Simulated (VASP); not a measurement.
# Fe (Im-3m) in VASP: notebook

The runs below take Fe through single point, with PBE.

All numbers are computed with VASP 6.6.1; they aren't measurements. Logs are shortened: lines on timing, memory, paths and dates and some standing lists are left out, and cuts for length are marked.

### 1 The cell of the first run

Symmetry: Im-3m, No. 229, cubic system. The conventional cell has a = 2.813 Å, b = 2.813 Å, c = 2.813 Å, α = 90.00°, β = 90.00°, γ = 90.00°. Within 3.2 Å of Fe (site symmetry m-3m) lie 14 Fe at 2.44 to 2.81 Å.

### 2 Single point, PBE, collinear spin, ferromagnetic start

The input, INCAR:

```
ALGO = Normal
EDIFF = 1E-6
ENCUT = 600
GGA = PE
GGA_COMPAT = False
ISIF = 2
ISMEAR = 0
ISPIN = 2
LASPH = True
LCHARG = False
LMAXMIX = 4
LORBIT = 11
LREAL = False
LWAVE = False
MAGMOM = 2.43
NBANDS = 14
NELM = 200
PREC = Accurate
SIGMA = 0.05
```

The input, KPOINTS:

```
k-points
0
Gamma
  10 10 10
```

The input, POSCAR:

```
Fe
1.0
   -1.4066520618      1.4066520618      1.4066520618
    1.4066520618     -1.4066520618      1.4066520618
    1.4066520618      1.4066520618     -1.4066520618
Fe
1
Direct
    0.0000000000      0.0000000000      0.0000000000
```

Potentials or basis: VASP PAW PBE potentials, release 64 (Fe).

The run is started by

```
$ cat potpaw_PBE.64/Fe/POTCAR > POTCAR
$ mpirun -np 1 vasp_std > vasp.out
```

OUTCAR:

```text
EDIFF = 1E-6
   ENCUT = 600
   GGA = PE
   ISIF = 2
   ISMEAR = 0
   ISPIN = 2
   LASPH = True
   LORBIT = 11
   LREAL = False
   NELM = 200
   PREC = Accurate

 ion  position               nearest neighbor table
   1  0.000  0.000  0.000-

  LATTYP: Found a body centered cubic cell.
 ALAT       =     2.8133041236

  Lattice vectors:

 A1 = (  -1.4066520618,   1.4066520618,   1.4066520618)
 A2 = (   1.4066520618,  -1.4066520618,   1.4066520618)
 A3 = (   1.4066520618,   1.4066520618,  -1.4066520618)

Analysis of symmetry for initial positions (statically):
=====================================================================
 Subroutine PRICEL returns:
 Original cell was already a primitive cell.

 Routine SETGRP: Setting up the symmetry group for a
 body centered cubic supercell.

 Subroutine GETGRP returns: Found 48 space group operations
[... 9 lines left out ...]

 Routine SETGRP: Setting up the symmetry group for a
 body centered cubic supercell.

 Subroutine GETGRP returns: Found 48 space group operations
 (whereof 48 operations were pure point group operations)
 out of a pool of 48 trial point group operations.

The dynamic configuration has the point symmetry O_h .

Analysis of structural, dynamic, and magnetic symmetry:
=====================================================================
 Subroutine PRICEL returns:
 Original cell was already a primitive cell.

 Routine SETGRP: Setting up the symmetry group for a
 body centered cubic supercell.

 Subroutine GETGRP returns: Found 48 space group operations
 (whereof 48 operations were pure point group operations)
 out of a pool of 48 trial point group operations.

The overall configuration has the point symmetry O_h .

 Subroutine INISYM returns: Found 48 space group operations
[... 5 lines left out ...]
                                     Primitive cell

  volume of cell :      11.1332

  direct lattice vectors                    reciprocal lattice vectors
    -1.406652062  1.406652062  1.406652062     0.000000000  0.355453928  0.355453928
     1.406652062 -1.406652062  1.406652062     0.355453928  0.000000000  0.355453928
     1.406652062  1.406652062 -1.406652062     0.355453928  0.355453928  0.000000000

  length of vectors
     2.436392840  2.436392840  2.436392840     0.502687765  0.502687765  0.502687765

  position of ions in fractional coordinates (direct lattice)
     0.000000000  0.000000000  0.000000000

  ion indices of the primitive-cell ions
   primitive index   ion index
                 1           1

----------------------------------------------------------------------------------------

 KPOINTS: k-points

Automatic generation of k-mesh.
[... 97 lines left out ...]
 spin polarized calculation
 Gauss-broadening in eV      SIGMA  =   0.05
  energy-cutoff  :      600.00
  volume of cell :       11.13
 maximum number of plane-waves:       386
   NGX =  9   NGY =  9   NGZ =  9

 number of electron       8.0000006 magnetization       2.1321730

 Free energy of the ion-electron system (eV)
  ---------------------------------------------------
  ext. energy  EPLUGINS =         0.00000000
  ---------------------------------------------------
  free energy    TOTEN  =        -8.24719417 eV

  energy without entropy =       -8.24533667  energy(sigma->0) =       -8.24626542

 E-fermi :   6.0612     XC(G=0): -13.2337

 val. band max:        6.0379371720   @ k =  -0.4000   0.5000   0.1000
 cond. band min:       6.0612601025   @ k =  -0.4000   0.5000   0.2000
 fundamental gap:      0.0233229305
 Fermi energy:         6.0612142855

 spin component 1

 k-point     1 :       0.0000    0.0000    0.0000
  band No.  band energies     occupation
      1      -2.5061      1.00000
      2       3.6921      1.00000
      3       3.6921      1.00000
      4       3.6921      1.00000
      5       4.9418      1.00000
      6       4.9418      1.00000
      7      31.2695      0.00000
      8      31.2695      0.00000
      9      31.2695      0.00000
     10      36.4841      0.00000
     11      36.4841      0.00000
     12      38.8976      0.00000
     13      38.8976      0.00000
     14      38.8976      0.00000
[... 379 lines left out ...]
      3       3.4249      1.00000
      4       4.6178      1.00000
      5       5.3386      1.00000
      6       5.5002      1.00000
      7      20.0528      0.00000
      8      25.9139      0.00000
      9      26.4215      0.00000
     10      32.8460      0.00000
     11      33.4426      0.00000
     12      36.2756      0.00000
     13      45.6025      0.00000
     14      45.7128      0.00000

 [... further k-points ...]

 spin component 2

 k-point     1 :       0.0000    0.0000    0.0000
  band No.  band energies     occupation
      1      -2.3607      1.00000
      2       5.5521      1.00000
      3       5.5522      1.00000
      4       5.5522      1.00000
      5       7.6528      0.00000
      6       7.6530      0.00000
      7      31.0003      0.00000
      8      31.0003      0.00000
      9      31.0003      0.00000
     10      36.6604      0.00000
     11      36.6604      0.00000
     12      39.5266      0.00000
     13      39.5266      0.00000
     14      39.5266      0.00000
[... 379 lines left out ...]
      3       5.1366      1.00000
      4       6.8833      0.00000
      5       7.3569      0.00000
      6       8.1139      0.00000
      7      20.7901      0.00000
      8      26.1383      0.00000
      9      26.9886      0.00000
     10      33.2424      0.00000
     11      33.8729      0.00000
     12      36.6593      0.00000
     13      45.8627      0.00000
     14      46.0391      0.00000

 [... further k-points ...]
[... 5 lines left out ...]
  --------------------------------------------------------------------------------------
  -------------------------------------------------------------------------------------
  Total        0.2206459      0.2206459      0.2206459      0.0000000      0.0000000     -0.0000000
  in kB       31.7531232     31.7531232     31.7531232      0.0000000      0.0000000     -0.0000000
  external PRESSURE =      31.7531232 kB  Pullay stress =       0.0000000 kB

 VOLUME and BASIS-vectors are now :
 -----------------------------------------------------------------------------
  energy-cutoff  :      600.00
  volume of cell :       11.13
      direct lattice vectors                 reciprocal lattice vectors
    -1.406652062  1.406652062  1.406652062     0.000000000  0.355453928  0.355453928
     1.406652062 -1.406652062  1.406652062     0.355453928  0.000000000  0.355453928
     1.406652062  1.406652062 -1.406652062     0.355453928  0.355453928  0.000000000

 POSITION                                       TOTAL-FORCE (eV/Angst)
 -----------------------------------------------------------------------------------
      0.00000      0.00000      0.00000         0.000000     -0.000000      0.000000
 -----------------------------------------------------------------------------------
    total drift:                                0.000000     -0.000000      0.000000

  FREE ENERGIE OF THE ION-ELECTRON SYSTEM (eV)
  ---------------------------------------------------
  free  energy   TOTEN  =        -8.2471941658 eV

  energy  without entropy=       -8.2453366676  energy(sigma->0) =       -8.24626542

 total charge

# of ion       s       p       d       tot
------------------------------------------
    1        0.494   0.562   6.254   7.310

 magnetization (x)

# of ion       s       p       d       tot
------------------------------------------
    1       -0.015  -0.063   2.208   2.130
```

stdout:

```text
POSCAR found type information on POSCAR Fe
 POSCAR found :  1 types and       1 ions
 scaLAPACK will be used
 LDA part: xc-table for (Slater+PW92), standard interpolation
 POSCAR, INCAR and KPOINTS ok, starting setup
 FFT: planning ... GRIDC
 FFT: planning ... GRID_SOFT
 FFT: planning ... GRID
 WAVECAR not read
 entering main loop
```

Run time: 17 s. Hardware: 1 thread of Intel Xeon Platinum 8488C (Sapphire Rapids), shared host; peak memory 0.14 GiB.

Results:

* Free energy: -8.2472 eV
* Pressure: 3.2 GPa
* Net moment: 2.13 μB per cell
* Site moments: Fe +2.13 μB
* Valence electrons inside the program's atomic spheres: Fe 7.31

Levels at points of the mesh, in eV from the Fermi level:
Spin up:
| k point | band 3 | band 4 | band 5 | band 6 | band 7 | band 8 |
| --- | --- | --- | --- | --- | --- | --- |
| (0.00, 0.00, 0.00) | -2.37 | -2.37 | -1.12 | -1.12 | 25.21 | 25.21 |
| (0.50, 0.00, 0.00) | -1.05 | -0.92 | 0.40 | 0.50 | 7.52 | 18.53 |
| (0.50, 0.50, 0.50) | 0.12 | 0.12 | 0.12 | 10.06 | 10.06 | 10.06 |
Spin down:
```csv
k point,band 1,band 2,band 3,band 4,band 5,band 6,band 7
"(0.00, 0.00, 0.00)",-8.42,-0.51,-0.51,-0.51,1.59,1.59,24.94
"(0.50, 0.00, 0.00)",-3.81,-1.82,0.59,1.45,1.86,2.57,8.85
"(0.50, 0.50, 0.50)",-3.21,-3.21,2.25,2.25,2.25,10.31,10.31
```

### 3 Single point, PBE, collinear spin, ferromagnetic start

This run uses another cell than the first one, of 11.32 Å³/atom, 1.016 times its volume.

The input, INCAR:

```
SYSTEM = Fe
ALGO = Normal
EDIFF = 1E-6
ENCUT = 600
GGA = PE
GGA_COMPAT = .FALSE.
ISIF = 2
ISMEAR = 0
ISPIN = 2
LASPH = .TRUE.
LCHARG = .TRUE.
LELF = .TRUE.
LMAXMIX = 4
LORBIT = 11
LREAL = .FALSE.
LVHAR = .TRUE.
LWAVE = .FALSE.
MAGMOM = 2.4
NBANDS = 14
NELM = 200
PREC = Accurate
SIGMA = 0.05
```

The input, KPOINTS:

```
k-points
0
G
  10 10 10
  0 0 0
```

The input, POSCAR:

```
Fe
1.0
   -1.4143006529      1.4143006529      1.4143006529
    1.4143006529     -1.4143006529      1.4143006529
    1.4143006529      1.4143006529     -1.4143006529
Fe
1
Direct
    0.0000000000      0.0000000000      0.0000000000
```

Potentials or basis: VASP PAW PBE potentials, release 64 (Fe).

The run is started by

```
$ cat potpaw_PBE.64/Fe/POTCAR > POTCAR
$ mpirun -np 1 vasp_std > vasp.out
```

Run time: 14 s. Hardware: 1 thread of Intel Xeon Platinum 8488C (Sapphire Rapids), shared host; peak memory 0.14 GiB.

Results (log left out):

```
Free energy                                           : -8.2487 eV
Pressure                                              : -0.6 GPa
Net moment                                            : 2.13 μB per cell
Site moments                                          : Fe +2.13 μB
Valence electrons inside the program's atomic spheres : Fe 7.28
```

Levels at points of the mesh, in eV from the Fermi level:
Spin up:
```csv
k point,band 1,band 2,band 3,band 4,band 5,band 6,band 7,band 8,band 9,band 10
"(0.00, 0.00, 0.00)",-8.44,-2.31,-2.31,-2.31,-1.10,-1.10,25.08,25.08,25.08,30.18
"(0.50, 0.00, 0.00)",-4.94,-3.40,-1.03,-0.91,0.39,0.53,7.39,18.41,20.30,23.56
"(0.50, 0.50, 0.50)",-4.87,-4.87,0.12,0.12,0.12,9.97,9.97,9.97,15.69,15.69
```
Spin down:
```csv
k point,band 1,band 2,band 3,band 4,band 5,band 6,band 7,band 8
"(0.00, 0.00, 0.00)",-8.31,-0.45,-0.45,-0.45,1.62,1.62,24.79,24.79
"(0.50, 0.00, 0.00)",-3.70,-1.74,0.60,1.47,1.87,2.55,8.72,18.43
"(0.50, 0.50, 0.50)",-3.08,-3.08,2.25,2.25,2.25,10.21,10.21,10.21
```
